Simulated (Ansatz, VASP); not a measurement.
**SnO2: VASP and Ansatz over several settings**

```xyz
6
Lattice="4.7062 0.0000 0.0000 0.0000 4.7062 0.0000 0.0000 0.0000 3.1651" Properties=species:S:1:pos:R:3 pbc="T T T"
Sn    2.3531    2.3531    1.5826
Sn    0.0000    0.0000    0.0000
O     3.7984    0.9078    1.5826
O     3.2609    3.2609    0.0000
O     0.9078    3.7984    1.5826
O     1.4453    1.4453    0.0000
```

Single points on this cell with VASP 6.6.1 and Ansatz 0.2.0. Each row is one pair of runs. Alike in all rows: spin: off; k mesh: 6 × 6 × 8; VASP's potentials, cutoff: VASP PAW PBE potentials, release 64 (Sn_d, O), 520 eV; Ansatz's potentials, cutoff: Ansatz PAW, 420 eV.

```csv
level,smearing,"gap on the k mesh at the Fermi level (eV), VASP","gap on the k mesh at the Fermi level (eV), Ansatz","least direct gap on the mesh (eV), VASP","least direct gap on the mesh (eV), Ansatz","pressure (GPa), VASP","pressure (GPa), Ansatz"
RPBE+D4,"fermi-dirac, width 0.05 eV",?,1.61,?,1.61,?,11.9
revPBE,"gaussian, width 0.05 eV",1.58,1.59,1.58,1.59,19.9,19.2
BLYP+D3(BJ),"fermi-dirac, width 0.05 eV",1.60,1.56,1.60,1.56,16.1,14.7
```

Question: Fill in what VASP gave in row 1.

Answer: gap on the k mesh at the Fermi level (eV): 1.60; least direct gap on the mesh (eV): 1.60; pressure (GPa): 12.7.

Noted on Ansatz's runs: Pulay correction over one GPa.
